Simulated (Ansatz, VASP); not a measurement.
**One calculation of Te, two programs**

```
Te
1.0
     0.00000    3.30955    3.30955
     3.30955    0.00000    3.30955
     3.30955    3.30955    0.00000
Te
2
Direct
  0.91250 0.86250 0.86250
  0.08750 0.13750 0.13750
```

Change from the starting cell: shortest bond scaled by 1.1, crystal datasets.

Alike in both runs: task electric field gradients; functional PBEsol; k mesh 8 × 8 × 8; occupations fermi-dirac, width 0.05 eV; no spin polarisation.

|  | VASP | Ansatz |
| --- | --- | --- |
| version | VASP 6.6.1 | Ansatz 0.2.0 |
| potentials or method | VASP PAW PBE potentials, release 64 (Te), cutoff 520 eV | all-electron PAW with datasets made for the crystal, scalar-relativistic |

```csv
,VASP,Ansatz,Ansatz less VASP
pressure (GPa),9.4,9.3,-0.13
"traceless stress, the component that is largest in VASP (GPa)",0.83,0.78,-0.056
rms of the force components (eV/Å),0.034,0.041,+0.0075
size of Vzz on the site where it differs most (V/Å²),324.8,345.6,+20.79
```

VASP's potentials were made for PBE, not for PBEsol. Atom by atom the forces differ by 0.007 eV/Å (rms over components). Ansatz ran all-electron here, and VASP with PAW potentials.

Spin-orbit coupling is off throughout.
